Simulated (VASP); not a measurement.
# Zn (P6_3/mmc) in VASP: single point with r2SCAN

Aim: the single point of Zn with r2SCAN.

Program: VASP 6.6.1. These are calculated values, not measurements. Logs are shortened: lines on timing, memory, paths and dates and some standing lists are left out, and cuts for length are marked.

## Step 1: The cell of the first run

It takes space group P6_3/mmc (No. 194, hexagonal). Conventional cell: a = 2.670 Å, b = 2.670 Å, c = 4.966 Å, α = 90.00°, β = 90.00°, γ = 120.00°. Zn (site symmetry -6m2) has 12 Zn at 2.67 to 2.92 Å within 3.5 Å.

## Step 2: Single point, r2SCAN

File POSCAR:

```
Zn
1.0
    2.6700000000      0.0000000000      0.0000000000
   -1.3350000000      2.3122880000      0.0000000000
    0.0000000000      0.0000000000      4.9660000000
Zn
2
Direct
    0.3333333333      0.6666666667      0.2500000000
    0.6666666667      0.3333333333      0.7500000000
```

File INCAR.step1:

```
PREC = Accurate
ENCUT = 520
ISMEAR = 0
SIGMA = 0.1
LREAL = F
LASPH = T
NELM = 60
NBANDS = 19
GGA = PE
ALGO = Normal
EDIFF = 1E-4
LWAVE = T
LCHARG = F
```

File INCAR.step2:

```
PREC = Accurate
ENCUT = 520
EDIFF = 1E-6
ISMEAR = 0
SIGMA = 0.1
LREAL = F
LASPH = T
NELM = 60
ALGO = Normal
ISIF = 2
LWAVE = F
LCHARG = T
METAGGA = R2SCAN
LMIXTAU = T
LELF = T
LVHAR = T
NBANDS = 19
ISTART = 1
```

File KPOINTS:

```
Automatic mesh
0
Gamma
  19 19 9
```

Potentials or basis: VASP PAW PBE potentials, release 64 (Zn).

On the command line:

```bash
$ cat potpaw_PBE.64/Zn/POTCAR > POTCAR
$ cp INCAR.step1 INCAR
$ mpirun -np 1 vasp_std > vasp.out
$ cp INCAR.step2 INCAR
$ mpirun -np 1 vasp_std > vasp.out
```

OUTCAR:

```text
PREC = Accurate
   ENCUT = 520
   EDIFF = 1E-6
   ISMEAR = 0
   LREAL = F
   LASPH = T
   NELM = 60
   ISIF = 2
   METAGGA = R2SCAN
   ISTART = 1

 ion  position               nearest neighbor table
   1  0.333  0.667  0.250-   2 2.92   2 2.92   2 2.92   2 2.92   2 2.92   2 2.92
   2  0.667  0.333  0.750-   1 2.92   1 2.92   1 2.92   1 2.92   1 2.92   1 2.92

  LATTYP: Found a hexagonal cell.
 ALAT       =     2.6700000000
 C/A-ratio  =     1.8599250936

  Lattice vectors:

 A1 = (   2.6700000000,   0.0000000000,   0.0000000000)
 A2 = (  -1.3350000000,   2.3122880000,   0.0000000000)
 A3 = (   0.0000000000,   0.0000000000,   4.9660000000)

Analysis of symmetry for initial positions (statically):
=====================================================================
 Subroutine PRICEL returns:
 Original cell was already a primitive cell.

 Routine SETGRP: Setting up the symmetry group for a
 hexagonal supercell.

 Subroutine GETGRP returns: Found 24 space group operations
 (whereof 12 operations were pure point group operations)
 out of a pool of 24 trial point group operations.

The static configuration has the point symmetry D_3d.
 The point group associated with its full space group is D_6h.

Analysis of symmetry for dynamics (positions and initial velocities):
=====================================================================
 Subroutine PRICEL returns:
 Original cell was already a primitive cell.

 Routine SETGRP: Setting up the symmetry group for a
 hexagonal supercell.

 Subroutine GETGRP returns: Found 24 space group operations
 (whereof 12 operations were pure point group operations)
 out of a pool of 24 trial point group operations.

The dynamic configuration has the point symmetry D_3d.
 The point group associated with its full space group is D_6h.

 Subroutine INISYM returns: Found 24 space group operations
 (whereof 12 operations are pure point group operations),
 and found     1 'primitive' translations

----------------------------------------------------------------------------------------

                                     Primitive cell

  volume of cell :      30.6591

  direct lattice vectors                    reciprocal lattice vectors
     2.670000000  0.000000000  0.000000000     0.374531835  0.216236040  0.000000000
    -1.335000000  2.312288000  0.000000000     0.000000000  0.432472080  0.000000000
     0.000000000  0.000000000  4.966000000     0.000000000  0.000000000  0.201369311

  length of vectors
     2.670000000  2.670000149  4.966000000     0.432472104  0.432472080  0.201369311

  position of ions in fractional coordinates (direct lattice)
     0.333333333  0.666666667  0.250000000
     0.666666667  0.333333333  0.750000000

  ion indices of the primitive-cell ions
   primitive index   ion index
                 1           1
                 2           2

----------------------------------------------------------------------------------------

 KPOINTS: Automatic mesh

Automatic generation of k-mesh.
 Grid dimensions read from file:
 generate k-points for:   19   19    9

 Generating k-lattice:

  Cartesian coordinates                     Fractional coordinates (reciprocal lattice)
     0.019712202  0.011380844  0.000000000     0.052631579 -0.000000000  0.000000000
     0.000000000  0.022761688  0.000000000     0.000000000  0.052631579  0.000000000
     0.000000000  0.000000000  0.022374368     0.000000000  0.000000000  0.111111111

  Length of vectors
     0.022761690  0.022761688  0.022374368

  Shift w.r.t. Gamma in fractional coordinates (k-lattice)
     0.000000000  0.000000000  0.000000000

 Subroutine IBZKPT returns following result:
 ===========================================

 Found    200 irreducible k-points:

 Following reciprocal coordinates:
            Coordinates               Weight
  0.000000  0.000000  0.000000      1.000000
  0.052632 -0.000000  0.000000      6.000000
  0.105263 -0.000000  0.000000      6.000000
  0.157895  0.000000  0.000000      6.000000
  0.210526  0.000000  0.000000      6.000000
  0.263158  0.000000  0.000000      6.000000
[... 16 lines left out ...]
  0.263158  0.105263  0.000000     12.000000
  0.315789  0.105263  0.000000     12.000000
 [... further k-points ...]
   k-points           NKPTS =    200   k-points in BZ     NKDIM =    200   number of bands    NBANDS=     19
   number of dos      NEDOS =    301   number of ions     NIONS =      2
   total plane-waves  NPLWV =  16000
   dimension x,y,z NGX =    20 NGY =   20 NGZ =   40
   dimension x,y,z NGXF=    40 NGYF=   40 NGZF=   80
   ions per type =               2
   NGX,Y,Z   is equivalent  to a cutoff of  12.45, 12.45, 13.39 a.u.
   NGXF,Y,Z  is equivalent  to a cutoff of  24.91, 24.91, 26.78 a.u.
 SYSTEM =  unknown system
   PREC   = accura    normal or accurate (medium, high low for compatibility)
   ISTART =      1    job   : 0-new  1-cont  2-samecut
   ICHARG =      0    charge: 1-file 2-atom 10-const
   ISPIN  =      1    spin polarized calculation?
   LNONCOLLINEAR =      F non collinear calculations
   LSORBIT =      F    spin-orbit coupling
   LASPH  =      T    aspherical Exc in radial PAW
   ENCUT  =  520.0 eV  38.22 Ry    6.18 a.u.   4.96  4.96  9.23*2*pi/ulx,y,z
   NELM   =     60;   NELMIN=  2; NELMDL=  0     # of ELM steps
   EDIFF  = 0.1E-05   stopping-criterion for ELM
   LREAL  =      F    real-space projection
   EDIFFG = 0.1E-04   stopping-criterion for IOM
   NSW    =      0    number of steps for IOM
   IBRION =     -1    ionic relax: 0-MD 1-quasi-New 2-CG
   NFREE  =      0    steps in history (QN), initial steepest desc. (CG)
   ISIF   =      2    stress and relaxation
   ISYM   =      2    0-nonsym 1-usesym 2-fastsym
   POTIM  = 0.5000    time-step for ionic-motion
   TEBEG  =    0.0;   TEEND  =   0.0 temperature during run
   PSTRESS=    0.0 pullay stress
   NELECT =      24.0000    total number of electrons
   NUPDOWN=      -1.0000    fix difference up-down
   EMIN   =  10.00;   EMAX   =-10.00  energy-range for DOS
   EFERMI =   0.00;   METHOD = LEGACY
   ISMEAR =     0;   SIGMA  =   0.10  broadening in eV -4-tet -1-fermi 0-gaus
   EFERMI_NEDOS =   21; number of points for ismear=-14 and -15
   IALGO  =     38    algorithm
   IMIX   =      4    mixing-type and parameters
     AMIX     =   0.40;   BMIX     =  1.00
     AMIX_MAG =   1.60;   BMIX_MAG =  1.00
  volume/ion in A,a.u.               =      15.33       103.45
  Fermi-wavevector in a.u.,A,eV,Ry     =   1.508778  2.851177 30.972443  2.276410
  Thomas-Fermi vector in A             =   2.619187
   LORBIT       =      0    0 simple, 1 ext, 2 COOP (PROOUT), +10 PAW based schemes
   METAGGA = R2SCAN    functional components
   LHFCALC =     F    Hartree Fock is set to
   AEXX    =    0.0000 exact exchange contribution
   IVDW    =     0    specifies the selected vdW correction
   LEPSILON=     F    determine dielectric tensor
   LRPA    =     F    only Hartree local field effects (RPA)
 non-spin polarized calculation
 Gauss-broadening in eV      SIGMA  =   0.10
  energy-cutoff  :      520.00
  volume of cell :       30.66
 maximum number of plane-waves:       851
 NGX is ok and might be reduce to    20
   NGX =  9   NGY =  9   NGZ = 19

 number of electron      24.0000011 magnetization

 Free energy of the ion-electron system (eV)
  ---------------------------------------------------
  ext. energy  EPLUGINS =         0.00000000
  ---------------------------------------------------
  free energy    TOTEN  =       -17.77187909 eV

  energy without entropy =      -17.76912103  energy(sigma->0) =      -17.77050006

 E-fermi :   2.9318     XC(G=0): -12.5795

 val. band max:        2.9224810898   @ k =   0.2632   0.2632   0.2222
 cond. band min:       2.9371969300   @ k =   0.3158   0.1053   0.0000
 fundamental gap:      0.0147158402
 Fermi energy:         2.9318265131

 k-point     1 :       0.0000    0.0000    0.0000
  band No.  band energies     occupation
      1      -7.8727      2.00000
      2      -6.0115      2.00000
      3      -5.2852      2.00000
      4      -5.0435      2.00000
      5      -5.0434      2.00000
      6      -4.9937      2.00000
[... 11 lines left out ...]
     18      22.8933      0.00000
     19      22.8933      0.00000

 k-point     2 :       0.0526   -0.0000    0.0000
  band No.  band energies     occupation
      1      -7.7867      2.00000
      2      -5.9747      2.00000
      3      -5.2766      2.00000
      4      -5.0521      2.00000
      5      -5.0239      2.00000
      6      -5.0030      2.00000
[... 11 lines left out ...]
     18      22.0550      0.00000
     19      23.7931      0.00000

 k-point     3 :       0.1053   -0.0000    0.0000
  band No.  band energies     occupation
      1      -7.5316      2.00000
      2      -5.8728      2.00000
      3      -5.2560      2.00000
      4      -5.0725      2.00000
      5      -5.0239      2.00000
      6      -4.9670      2.00000
[... 11 lines left out ...]
     18      21.3333      0.00000
     19      23.0984      0.00000

 k-point     4 :       0.1579    0.0000    0.0000
  band No.  band energies     occupation
      1      -7.1186      2.00000
      2      -5.7354      2.00000
      3      -5.2381      2.00000
      4      -5.0984      2.00000
      5      -5.0186      2.00000
      6      -4.8839      2.00000
[... 407 lines left out ...]
     18      18.4086      0.00000
     19      19.4487      0.00000

 k-point    23 :       0.2632    0.1053    0.0000
  band No.  band energies     occupation
      1      -5.6223      2.00000
      2      -5.5396      2.00000
      3      -5.3425      2.00000
      4      -5.0673      2.00000
      5      -4.9928      2.00000
      6      -4.9884      2.00000
[... 11 lines left out ...]
     18      17.7354      0.00000
     19      18.9813      0.00000

 k-point    24 :       0.3158    0.1053    0.0000
  band No.  band energies     occupation
      1      -5.6397      2.00000
      2      -5.5619      2.00000
      3      -5.4298      2.00000
      4      -5.0246      2.00000
      5      -4.9837      2.00000
      6      -4.8747      2.00000
[... 11 lines left out ...]
     18      17.2076      0.00000
     19      18.5475      0.00000

 [... further k-points ...]

------------------------ aborting loop because EDIFF is reached ----------------------------------------

  FORCE on cell =-STRESS in cart. coord.  units (eV):
  Direction    XX          YY          ZZ          XY          YZ          ZX
  --------------------------------------------------------------------------------------
  -------------------------------------------------------------------------------------
  Total       -0.9989295     -0.9989297     -0.6348404     -0.0000000     -0.0000000      0.0000000
  in kB      -52.2018054    -52.2018132    -33.1753295     -0.0000000     -0.0000000      0.0000000
  external PRESSURE =     -45.8596494 kB  Pullay stress =       0.0000000 kB

 VOLUME and BASIS-vectors are now :
 -----------------------------------------------------------------------------
  energy-cutoff  :      520.00
  volume of cell :       30.66
      direct lattice vectors                 reciprocal lattice vectors
     2.670000000  0.000000000  0.000000000     0.374531835  0.216236040  0.000000000
    -1.335000000  2.312288000  0.000000000     0.000000000  0.432472080  0.000000000
     0.000000000  0.000000000  4.966000000     0.000000000  0.000000000  0.201369311

 POSITION                                       TOTAL-FORCE (eV/Angst)
 -----------------------------------------------------------------------------------
     -0.00000      1.54153      1.24150        -0.000000      0.000000      0.000000
      1.33500      0.77076      3.72450         0.000000     -0.000000      0.000000
 -----------------------------------------------------------------------------------
    total drift:                               -0.000000      0.000000      0.000000

  FREE ENERGIE OF THE ION-ELECTRON SYSTEM (eV)
  ---------------------------------------------------
  free  energy   TOTEN  =       -17.7718790938 eV

  energy  without entropy=      -17.7691210348  energy(sigma->0) =      -17.77050006
```

It took 3.2 min on 1 thread of Intel Xeon 6975P-C (Granite Rapids), shared host; peak memory 0.21 GiB.

What came out:

```yaml
Free_energy: -17.7719 eV
Pressure: -4.6 GPa
Band_gap_on_the_k_mesh: zero (bands 12 and 13 overlap by 4.83 eV)
```

Caveat: the cell stands under tension; the PAW data sets were made with another functional, which shifts forces and pressure a little.
